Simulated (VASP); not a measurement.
# Cd in VASP: settings compared, part 2 of 3

VASP 6.6.1.

### Step 3. Single point, PBE (strained)

INCAR reads:

```
SYSTEM = Cd
  PREC = Accurate
  ENCUT = 520
  EDIFF = 1E-7
  ISMEAR = 0
  SIGMA = 0.1
  LREAL = .FALSE.
  LASPH = .TRUE.
  NELM = 80
  ALGO = Fast
  ISIF = 2
  LWAVE = .FALSE.
  LCHARG = .FALSE.
  GGA = PE
  NBANDS = 19
```

KPOINTS reads:

```
Automatic mesh
0
G
  18 18 8
  0 0 0
```

POSCAR reads:

```
Cd
1.0
    2.8700245067      0.0000000000      0.0000000000
   -1.4350122533      2.4855141322      0.0000000000
    0.0000000000      0.0000000000      5.4966458190
Cd
2
Direct
    0.3333333333      0.6666666667      0.2500000000
    0.6666666667      0.3333333333      0.7500000000
```

Potentials or basis: VASP PAW PBE potentials, release 64 (Cd).

Command:

```
$ cat potpaw_PBE.64/Cd/POTCAR > POTCAR
$ mpirun -np 1 vasp_std > vasp.out
```

OUTCAR:

```text
SYSTEM = Cd
   PREC = Accurate
   ENCUT = 520
   EDIFF = 1E-7
   ISMEAR = 0
   LREAL = .FALSE.
   LASPH = .TRUE.
   NELM = 80
   ISIF = 2
   GGA = PE

 ion  position               nearest neighbor table
   1  0.333  0.667  0.250-   2 3.21   2 3.21   2 3.21   2 3.21   2 3.21   2 3.21
   2  0.667  0.333  0.750-   1 3.21   1 3.21   1 3.21   1 3.21   1 3.21   1 3.21

  LATTYP: Found a hexagonal cell.
 ALAT       =     2.8700245067
 C/A-ratio  =     1.9151912488

  Lattice vectors:

[... 720 lines left out ...]

  FORCE on cell =-STRESS in cart. coord.  units (eV):
  Direction    XX          YY          ZZ          XY          YZ          ZX
  --------------------------------------------------------------------------------------
  -------------------------------------------------------------------------------------
  Total        3.2366845      3.2366845      2.0686750      0.0000000     -0.0000000     -0.0000000
  in kB      132.2547744    132.2547744     84.5285160      0.0000000     -0.0000000     -0.0000000
  external PRESSURE =     116.3460216 kB  Pullay stress =       0.0000000 kB

 VOLUME and BASIS-vectors are now :
 -----------------------------------------------------------------------------
  energy-cutoff  :      520.00
  volume of cell :       39.21
      direct lattice vectors                 reciprocal lattice vectors
     2.870024507  0.000000000  0.000000000     0.348429081  0.201165623  0.000000000
    -1.435012253  2.485514132  0.000000000     0.000000000  0.402331247  0.000000000
     0.000000000  0.000000000  5.496645819     0.000000000  0.000000000  0.181929131

 POSITION                                       TOTAL-FORCE (eV/Angst)
 -----------------------------------------------------------------------------------
     -0.00000      1.65701      1.37416        -0.000000     -0.000000      0.000000
      1.43501      0.82850      4.12248         0.000000      0.000000      0.000000
 -----------------------------------------------------------------------------------
    total drift:                               -0.000000      0.000000      0.000000

  FREE ENERGIE OF THE ION-ELECTRON SYSTEM (eV)
  ---------------------------------------------------
  free  energy   TOTEN  =        -1.2909165899 eV

  energy  without entropy=       -1.2890911616  energy(sigma->0) =       -1.29000388
```

OSZICAR:

```text
N       E                     dE             d eps       ncg     rms          rms(c)
DAV:   1     0.181350552953E+03    0.18135E+03   -0.13293E+04  7030   0.130E+03
DAV:   2     0.264641336002E+01   -0.17870E+03   -0.17246E+03  7294   0.342E+02
DAV:   3    -0.141594231856E+01   -0.40624E+01   -0.40549E+01  8073   0.593E+01
DAV:   4    -0.142306000634E+01   -0.71177E-02   -0.71172E-02  7592   0.232E+00
DAV:   5    -0.142308105171E+01   -0.21045E-04   -0.21045E-04  7869   0.125E-01    0.593E+00
RMM:   6    -0.130019568253E+01    0.12289E+00   -0.26817E-01  7079   0.487E+00    0.443E+00
RMM:   7    -0.129133576872E+01    0.88599E-02   -0.31703E-02  7314   0.141E+00    0.173E+00
RMM:   8    -0.129083815993E+01    0.49761E-03   -0.48336E-03  7463   0.929E-01    0.107E-01
RMM:   9    -0.129088442032E+01   -0.46260E-04   -0.21574E-04  7676   0.159E-01    0.453E-02
RMM:  10    -0.129091969443E+01   -0.35274E-04   -0.82707E-05  7601   0.116E-01    0.230E-02
RMM:  11    -0.129091666760E+01    0.30268E-05   -0.14950E-05  7791   0.366E-02    0.260E-03
RMM:  12    -0.129091658994E+01    0.77660E-07   -0.50156E-07  7793   0.928E-03
   1 F= -.12909166E+01 E0= -.12900039E+01  d E =-.182543E-02
```

Wall time 2.3 min (1 thread of Intel Xeon 8259CL, shared host); peak memory 0.24 GiB.

What came out:

* Free energy: -1.2909 eV
* Pressure: 11.6 GPa
* Band gap on the k mesh: zero (bands 12 and 13 overlap by 4.86 eV)

Levels at points of the mesh, in eV from the Fermi level:
```
           k point  band 9  band 10  band 11  band 12  band 13  band 14  band 15  band 16
(0.00, 0.00, 0.00)   -8.98    -8.69    -8.69    -3.66    -3.22    10.62    14.91    15.42
(0.50, 0.00, 0.00)   -8.36    -8.33    -2.66    -1.89     2.04     3.02     3.61     5.41
(0.00, 0.00, 0.50)   -8.82    -8.82    -8.03    -8.03     3.64     3.64    15.26    15.26
(0.50, 0.00, 0.50)   -8.34    -8.34    -1.89    -1.89     0.31     0.31     8.32     8.32
```

Caveat: the cell differs from its parent crystal (strained); the cell stands under pressure.

### Step 4. Single point, PBE (strained)

INCAR reads:

```
SYSTEM = Cd
ALGO = Fast ; EDIFF = 1E-6
ENCUT = 520 ; GGA = PE
ISIF = 2 ; ISMEAR = 0
LASPH = .True. ; LCHARG = .False.
LREAL = .False. ; LWAVE = .False.
NBANDS = 19 ; NELM = 60
PREC = Accurate ; SIGMA = 0.1
```

KPOINTS reads:

```
k-points
0
Gamma
  18 18 8
  0 0 0
```

POSCAR reads:

```
Cd
1.0
    2.9069029483      0.0000000000      0.0000000000
   -1.4534514741      2.5174517995      0.0000000000
    0.0000000000      0.0000000000      5.6504570760
Cd
2
Direct
    0.3333333333      0.6666666667      0.2500000000
    0.6666666667      0.3333333333      0.7500000000
```

Potentials or basis: VASP PAW PBE potentials, release 64 (Cd).

Command:

```
$ cat potpaw_PBE.64/Cd/POTCAR > POTCAR
$ mpirun -np 1 vasp_std > vasp.out
```

OUTCAR:

```text
SYSTEM = Cd
   EDIFF = 1E-6
   ENCUT = 520
   GGA = PE
   ISIF = 2
   ISMEAR = 0
   LASPH = .True.
   LREAL = .False.
   NELM = 60
   PREC = Accurate

 ion  position               nearest neighbor table
   1  0.333  0.667  0.250-   2 3.29   2 3.29   2 3.29   2 3.29   2 3.29   2 3.29
   2  0.667  0.333  0.750-   1 3.29   1 3.29   1 3.29   1 3.29   1 3.29   1 3.29

  LATTYP: Found a hexagonal cell.
 ALAT       =     2.9069029483
 C/A-ratio  =     1.9438065792

  Lattice vectors:

 A1 = (   2.9069029483,   0.0000000000,   0.0000000000)
 A2 = (  -1.4534514741,   2.5174517995,   0.0000000000)
 A3 = (   0.0000000000,   0.0000000000,   5.6504570760)

Analysis of symmetry for initial positions (statically):
=====================================================================
 Subroutine PRICEL returns:
 Original cell was already a primitive cell.

 Routine SETGRP: Setting up the symmetry group for a
 hexagonal supercell.

 Subroutine GETGRP returns: Found 24 space group operations
 (whereof 12 operations were pure point group operations)
 out of a pool of 24 trial point group operations.

The static configuration has the point symmetry D_3d.
 The point group associated with its full space group is D_6h.

Analysis of symmetry for dynamics (positions and initial velocities):
=====================================================================
 Subroutine PRICEL returns:
 Original cell was already a primitive cell.

 Routine SETGRP: Setting up the symmetry group for a
 hexagonal supercell.

 Subroutine GETGRP returns: Found 24 space group operations
 (whereof 12 operations were pure point group operations)
 out of a pool of 24 trial point group operations.

The dynamic configuration has the point symmetry D_3d.
 The point group associated with its full space group is D_6h.

 Subroutine INISYM returns: Found 24 space group operations
 (whereof 12 operations are pure point group operations),
 and found     1 'primitive' translations

----------------------------------------------------------------------------------------

                                     Primitive cell

  volume of cell :      41.3500

  direct lattice vectors                    reciprocal lattice vectors
     2.906902948  0.000000000  0.000000000     0.344008733  0.198613535  0.000000000
    -1.453451474  2.517451799  0.000000000     0.000000000  0.397227069  0.000000000
     0.000000000  0.000000000  5.650457076     0.000000000  0.000000000  0.176976833

  length of vectors
     2.906902948  2.906902948  5.650457076     0.397227069  0.397227069  0.176976833

  position of ions in fractional coordinates (direct lattice)
     0.333333333  0.666666667  0.250000000
     0.666666667  0.333333333  0.750000000

  ion indices of the primitive-cell ions
   primitive index   ion index
                 1           1
                 2           2

----------------------------------------------------------------------------------------

 KPOINTS: k-points

Automatic generation of k-mesh.
 Grid dimensions read from file:
 generate k-points for:   18   18    8

 Generating k-lattice:

  Cartesian coordinates                     Fractional coordinates (reciprocal lattice)
     0.019111596  0.011034085  0.000000000     0.055555556  0.000000000  0.000000000
     0.000000000  0.022068171  0.000000000     0.000000000  0.055555556  0.000000000
     0.000000000  0.000000000  0.022122104     0.000000000  0.000000000  0.125000000

  Length of vectors
     0.022068171  0.022068171  0.022122104

  Shift w.r.t. Gamma in fractional coordinates (k-lattice)
     0.000000000  0.000000000  0.000000000

 Subroutine IBZKPT returns following result:
 ===========================================

 Found    185 irreducible k-points:

 Following reciprocal coordinates:
            Coordinates               Weight
  0.000000  0.000000  0.000000      1.000000
  0.055556 -0.000000  0.000000      6.000000
  0.111111 -0.000000  0.000000      6.000000
  0.166667  0.000000  0.000000      6.000000
  0.222222  0.000000  0.000000      6.000000
  0.277778  0.000000  0.000000      6.000000
[... 16 lines left out ...]
  0.333333  0.111111  0.000000     12.000000
  0.388889  0.111111  0.000000     12.000000
 [... further k-points ...]
   k-points           NKPTS =    185   k-points in BZ     NKDIM =    185   number of bands    NBANDS=     19
   number of dos      NEDOS =    301   number of ions     NIONS =      2
   total plane-waves  NPLWV =  24192
   dimension x,y,z NGX =    24 NGY =   24 NGZ =   42
   dimension x,y,z NGXF=    48 NGYF=   48 NGZF=   84
   ions per type =               2
   NGX,Y,Z   is equivalent  to a cutoff of  13.73, 13.73, 12.36 a.u.
   NGXF,Y,Z  is equivalent  to a cutoff of  27.45, 27.45, 24.71 a.u.
 SYSTEM =  Cd
   PREC   = accura    normal or accurate (medium, high low for compatibility)
   ISTART =      0    job   : 0-new  1-cont  2-samecut
   ICHARG =      2    charge: 1-file 2-atom 10-const
   ISPIN  =      1    spin polarized calculation?
   LNONCOLLINEAR =      F non collinear calculations
   LSORBIT =      F    spin-orbit coupling
   LASPH  =      T    aspherical Exc in radial PAW
   ENCUT  =  520.0 eV  38.22 Ry    6.18 a.u.   5.40  5.40 10.51*2*pi/ulx,y,z
   NELM   =     60;   NELMIN=  2; NELMDL= -5     # of ELM steps
   EDIFF  = 0.1E-05   stopping-criterion for ELM
   LREAL  =      F    real-space projection
   EDIFFG = 0.1E-04   stopping-criterion for IOM
   NSW    =      0    number of steps for IOM
   IBRION =     -1    ionic relax: 0-MD 1-quasi-New 2-CG
   NFREE  =      0    steps in history (QN), initial steepest desc. (CG)
   ISIF   =      2    stress and relaxation
   ISYM   =      2    0-nonsym 1-usesym 2-fastsym
   POTIM  = 0.5000    time-step for ionic-motion
   TEBEG  =    0.0;   TEEND  =   0.0 temperature during run
   PSTRESS=    0.0 pullay stress
   NELECT =      24.0000    total number of electrons
   NUPDOWN=      -1.0000    fix difference up-down
   EMIN   =  10.00;   EMAX   =-10.00  energy-range for DOS
   EFERMI =   0.00;   METHOD = LEGACY
   ISMEAR =     0;   SIGMA  =   0.10  broadening in eV -4-tet -1-fermi 0-gaus
   EFERMI_NEDOS =   21; number of points for ismear=-14 and -15
   IALGO  =     68    algorithm
   IMIX   =      4    mixing-type and parameters
     AMIX     =   0.40;   BMIX     =  1.00
     AMIX_MAG =   1.60;   BMIX_MAG =  1.00
  volume/ion in A,a.u.               =      20.67       139.52
  Fermi-wavevector in a.u.,A,eV,Ry     =   1.365589  2.580590 25.372614  1.864835
  Thomas-Fermi vector in A             =   2.491805
   LORBIT       =      0    0 simple, 1 ext, 2 COOP (PROOUT), +10 PAW based schemes
   GGA     = PE    functional components
   LHFCALC =     F    Hartree Fock is set to
   AEXX    =    0.0000 exact exchange contribution
   IVDW    =     0    specifies the selected vdW correction
   LEPSILON=     F    determine dielectric tensor
   LRPA    =     F    only Hartree local field effects (RPA)
 non-spin polarized calculation
 RMM-DIIS sequential band-by-band and
 Gauss-broadening in eV      SIGMA  =   0.10
  energy-cutoff  :      520.00
  volume of cell :       41.35
 maximum number of plane-waves:      1150
 NGX is ok and might be reduce to    24
   NGX = 11   NGY = 11   NGZ = 21

 number of electron      23.9999995 magnetization

 Free energy of the ion-electron system (eV)
  ---------------------------------------------------
  ext. energy  EPLUGINS =         0.00000000
  ---------------------------------------------------
  free energy    TOTEN  =        -1.40294256 eV

  energy without entropy =       -1.40144676  energy(sigma->0) =       -1.40219466

 E-fermi :   3.3099     XC(G=0): -11.2553

 val. band max:        3.3029067260   @ k =   0.0556   0.0556   0.2500
 cond. band min:       3.3866302546   @ k =   0.1111  -0.0000   0.2500
 fundamental gap:      0.0837235286
 Fermi energy:         3.3099406371

 k-point     1 :       0.0000    0.0000    0.0000
  band No.  band energies     occupation
      1      -6.8525      2.00000
      2      -6.6118      2.00000
      3      -6.1157      2.00000
      4      -6.1157      2.00000
      5      -6.0674      2.00000
      6      -6.0674      2.00000
[... 11 lines left out ...]
     18      19.2061      0.00000
     19      19.4809      0.00000
[... 485 lines left out ...]
 k-point    24 :       0.3889    0.1111    0.0000
  band No.  band energies     occupation
      1      -6.8381      2.00000
      2      -6.6428      2.00000
      3      -6.5114      2.00000
      4      -6.0529      2.00000
      5      -5.8277      2.00000
      6      -5.7316      2.00000
[... 11 lines left out ...]
     18      14.7315      0.00000
     19      15.4679      0.00000

 [... further k-points ...]

------------------------ aborting loop because EDIFF is reached ----------------------------------------

  FORCE on cell =-STRESS in cart. coord.  units (eV):
  Direction    XX          YY          ZZ          XY          YZ          ZX
  --------------------------------------------------------------------------------------
  -------------------------------------------------------------------------------------
  Total        2.1400643      2.1400643      1.1428269      0.0000000     -0.0000000     -0.0000000
  in kB       82.9205393     82.9205393     44.2808291      0.0000000     -0.0000000     -0.0000000
  external PRESSURE =      70.0406359 kB  Pullay stress =       0.0000000 kB

 VOLUME and BASIS-vectors are now :
 -----------------------------------------------------------------------------
  energy-cutoff  :      520.00
  volume of cell :       41.35
      direct lattice vectors                 reciprocal lattice vectors
     2.906902948  0.000000000  0.000000000     0.344008733  0.198613535  0.000000000
    -1.453451474  2.517451799  0.000000000     0.000000000  0.397227069  0.000000000
     0.000000000  0.000000000  5.650457076     0.000000000  0.000000000  0.176976833

 POSITION                                       TOTAL-FORCE (eV/Angst)
 -----------------------------------------------------------------------------------
     -0.00000      1.67830      1.41261         0.000000     -0.000000      0.000000
      1.45345      0.83915      4.23784        -0.000000      0.000000      0.000000
 -----------------------------------------------------------------------------------
    total drift:                                0.000000     -0.000000      0.000000

  FREE ENERGIE OF THE ION-ELECTRON SYSTEM (eV)
  ---------------------------------------------------
  free  energy   TOTEN  =        -1.4029425634 eV

  energy  without entropy=       -1.4014467614  energy(sigma->0) =       -1.40219466
```

It took 2.1 min on 1 thread of Intel Xeon 8259CL, shared host; peak memory 0.24 GiB.

What came out:

| Item | Value |
| --- | --- |
| Free energy | -1.4029 eV |
| Pressure | 7.0 GPa |
| Band gap on the k mesh | zero (bands 12 and 13 overlap by 5.06 eV) |

Stress tensor (GPa, compression positive):
```
8.29 0.00 0.00
0.00 8.29 0.00
0.00 0.00 4.43
```

Caveat: the cell differs from its parent crystal (strained); the cell stands under pressure.

[end of part 2 of 3]
